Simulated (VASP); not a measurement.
Runs of VASP 6.6.1 on ZnO. The structure is that of space group Fm-3m (No. 225), or close to it. The cells are those of the table. 

```csv
cell,gap on the mesh (eV),pressure (GPa)
"a = 2.992, b = 2.992, c = 2.915 Å, angles 60.9, 60.9, 58.3°, 2 atoms",1.03,5.6
"a = 3.030, b = 3.030, c = 3.068 Å, angles 59.6, 59.6, 60.8°, 2 atoms",0.74,-9.9
"a = 2.953, b = 2.953, c = 2.991 Å, angles 59.6, 59.6, 60.9°, 2 atoms",1.10,4.9
"a = 2.953, b = 2.953, c = 2.915 Å, angles 60.4, 60.4, 59.1°, 2 atoms",1.23,(b)
"a = 3.145 Å, angles 60.0°, 2 atoms",0.36,-22.5
"a = 3.221 Å, angles 60.0°, 2 atoms",(a),-28.0
"a = 2.991 Å, angles 60.0°, 2 atoms",1.04,-1.0
"a = 3.030, b = 3.030, c = 2.991 Å, angles 60.4, 60.4, 59.2°, 2 atoms",0.85,(c)
```

Alike in all rows: task single point; level LDA; potentials or basis VASP PAW LDA potentials, release 64 (Zn, O); no spin polarisation; k mesh 12 × 12 × 12; cutoff (eV) 520; smearing gaussian 0.05 eV.

Q: Estimate the missing entries.

A: (a) 0.08; (b) 11.2; (c) -5.6.

A k mesh can miss the band edges.
